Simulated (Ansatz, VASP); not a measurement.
Two plane-wave programs on In3GaP4

```
In Ga P
1.0
     3.86653    0.00000    0.00000
     0.00000    3.86653    0.00000
     0.00000    0.00000   10.88544
In Ga P
3 1 4
Direct
  0.00000 0.00000 0.74682
  0.50000 0.50000 0.00000
  0.00000 0.00000 0.25318
  0.50000 0.50000 0.50000
  0.00000 0.00000 0.00000
  0.50000 0.50000 0.26542
  0.00000 0.00000 0.50000
  0.50000 0.50000 0.73458
```

Alike in both runs: functional PBE; k mesh 10 × 10 × 4; occupations gaussian, width 0.1 eV; no spin polarisation.

Ansatz relaxed the structure, and its values are those at the end. VASP's run is a single point on that final structure, the one shown.

|  | VASP | Ansatz |
| --- | --- | --- |
| version | VASP 6.6.1 | Ansatz 0.2.0 |
| potentials or method | VASP PAW PBE potentials, release 64 (In_d, Ga_d, P), cutoff 520 eV | scalar-relativistic, plane waves, PAW |
| valence electrons in the cell | 72 | 72 |

```csv
,VASP,Ansatz,Ansatz less VASP
gap on the k mesh at the Fermi level (eV),none,none,-
pressure (GPa),0.0,0.0,+0.01
```

A gap of «none» marks a metal or a gap that the smearing closes.
